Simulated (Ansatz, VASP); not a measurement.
## Hf: VASP beside Ansatz

```
Hf
1.0
     4.96233    0.00000    0.00000
    -2.48116    4.29750    0.00000
     0.00000    0.00000    3.08623
Hf
3
Direct
  0.00000 0.00000 0.00000
  0.33333 0.66667 0.50000
  0.66667 0.33333 0.50000
```

Alike in both runs: task relaxation of cell and atoms; functional PBEsol; dispersion D3(BJ); k mesh 6 × 6 × 9; occupations fermi-dirac, width 0.05 eV; no spin polarisation.

```csv
,VASP,Ansatz
version,VASP 6.6.1,Ansatz 0.2.0
potentials or method,"VASP PAW PBE potentials, release 64 (Hf_pv)",Ansatz PAW
plane-wave cutoff (eV),600,420
valence electrons in the cell,30,78
```

VASP gave:

| Property | Result |
| --- | --- |
| gap on the k mesh at the Fermi level, each at its own relaxed structure (eV) | none |
| relaxed volume (Å³/atom) | 20.59 |
| relaxed cell length with the largest relative difference (Å) | 4.851 |

What did Ansatz give for the same quantities?

gap on the k mesh at the Fermi level, each at its own relaxed structure (eV): none; relaxed volume (Å³/atom): 20.66; relaxed cell length with the largest relative difference (Å): 4.859.

VASP's potentials were made for PBE, not for PBEsol. A gap of «none» marks a metal or a gap that the smearing closes. VASP's potentials hold 30 valence electrons a cell and Ansatz's 78, so a difference there can come from the potentials and not from the codes.

Spin-orbit coupling is off throughout. Noted on Ansatz's run: the plane-wave basis is chosen anew once the cell has moved, so the energies of steps on either side of that aren't comparable.
